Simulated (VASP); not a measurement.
## Pt: single point with PBE

Pt:

```
CELL_PARAMETERS angstrom
1.98556 1.98556 0.00000
-1.98556 1.98556 0.00000
0.00000 0.00000 3.97112
ATOMIC_POSITIONS crystal
Pt 0.00000 0.00000 0.00000
Pt 0.50000 0.50000 0.50000
```

```yaml
Program: VASP 6.6.1
Task: single point
Functional: PBE
Potentials_or_basis: VASP PAW PBE potentials, release 64 (Pt)
Cutoff: 520 eV
k_mesh: 12 × 12 × 8
Occupations: fermi-dirac, width 0.08 eV
Spin: no spin polarisation
```

* Pressure: -0.4 GPa
* Band gap on the k mesh: zero (band 10 reaches 11.02 eV, above the bottom of band 11 at 9.46 eV)

Levels at points of the mesh, in eV from the Fermi level:
```csv
k point,band 8,band 9,band 10,band 11,band 12,band 13
"(0.00, 0.00, 0.00)",-1.55,-0.01,0.44,0.44,1.84,8.47
"(0.50, 0.00, 0.00)",-2.41,-1.64,-1.64,1.77,1.77,10.49
"(0.50, 0.50, 0.00)",0.44,0.44,0.44,1.84,1.84,8.47
"(0.00, 0.00, 0.50)",-2.01,-2.01,-2.01,-0.83,-0.83,16.81
"(0.50, 0.00, 0.50)",-0.33,0.02,0.02,0.02,0.02,5.55
"(0.50, 0.50, 0.50)",-1.89,0.45,0.45,6.85,6.85,8.08
```

It took 20 s on 1 thread of Intel(R) Xeon(R) 6975P-C (Granite Rapids) (shared host), peak memory 0.19 GiB.

Caveat: spin-orbit coupling is left out, which moves the levels of the heavy elements.
